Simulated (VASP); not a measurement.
A run of VASP 6.6.1:

File INCAR:

```
ALGO     = Normal         # electronic algorithm
EDIFF    = 1E-7           # SCF threshold, eV
ENCUT    = 520            # plane-wave cutoff, eV
GGA      = PE             # functional
ISIF     = 2              # what is computed and relaxed
ISMEAR   = -1             # smearing method
LASPH    = T              # aspherical terms in the spheres
LCHARG   = F              # write CHGCAR
LREAL    = Auto         
LWAVE    = F              # write WAVECAR
NBANDS   = 96             # bands
NELM     = 100            # most SCF steps
PREC     = Accurate       # precision mode
SIGMA    = 0.01           # smearing width, eV
```

Contents of KPOINTS:

```
Automatic mesh
0
Gamma
  1 1 1
  0.25 0.25 0.25
```

File POSCAR:

```
BN
1.0
    7.4650312844      0.0000000000      0.0000000000
   -3.7325156422      6.4649067324      0.0000000000
    0.0000000000      0.0000000000      6.4954828762
B N
18 18
Direct
    0.1111111111      0.2222222222      0.2500000000
    0.2222222222      0.1111111111      0.7500000000
    0.1111111111      0.5555555556      0.2500000000
    0.2222222222      0.4444444444      0.7500000000
    0.1111111111      0.8888888889      0.2500000000
    0.2222222222      0.7777777778      0.7500000000
    0.4444444444      0.2222222222      0.2500000000
    0.5555555556      0.1111111111      0.7500000000
    0.4444444444      0.5555555556      0.2500000000
    0.5555555556      0.4444444444      0.7500000000
    0.4444444444      0.8888888889      0.2500000000
    0.5555555556      0.7777777778      0.7500000000
    0.7777777778      0.2222222222      0.2500000000
    0.8888888889      0.1111111111      0.7500000000
    0.7777777778      0.5555555556      0.2500000000
    0.8888888889      0.4444444444      0.7500000000
    0.7777777778      0.8888888889      0.2500000000
    0.8888888889      0.7777777778      0.7500000000
    0.1111111111      0.2222222222      0.7500000000
    0.2222222222      0.1111111111      0.2500000000
    0.1111111111      0.5555555556      0.7500000000
    0.2222222222      0.4444444444      0.2500000000
    0.1111111111      0.8888888889      0.7500000000
    0.2222222222      0.7777777778      0.2500000000
    0.4444444444      0.2222222222      0.7500000000
    0.5555555556      0.1111111111      0.2500000000
    0.4444444444      0.5555555556      0.7500000000
    0.5555555556      0.4444444444      0.2500000000
    0.4444444444      0.8888888889      0.7500000000
    0.5555555556      0.7777777778      0.2500000000
    0.7777777778      0.2222222222      0.7500000000
    0.8888888889      0.1111111111      0.2500000000
    0.7777777778      0.5555555556      0.7500000000
    0.8888888889      0.4444444444      0.2500000000
    0.7777777778      0.8888888889      0.7500000000
    0.8888888889      0.7777777778      0.2500000000
```

Potentials or basis: VASP PAW PBE potentials, release 64 (B, N).

Command:

```bash
$ cat potpaw_PBE.64/B/POTCAR potpaw_PBE.64/N/POTCAR > POTCAR
$ mpirun -np 1 vasp_std > vasp.out
```

Hardware: 1 thread of Intel(R) Xeon(R) 6975P-C (Granite Rapids) (shared host).

Q: How long does it take, and how much memory?

A: It took 44 s on 1 thread of Intel(R) Xeon(R) 6975P-C (Granite Rapids), on a shared host, peak memory 0.35 GiB. Counts: scf iterations 16, k points 1.
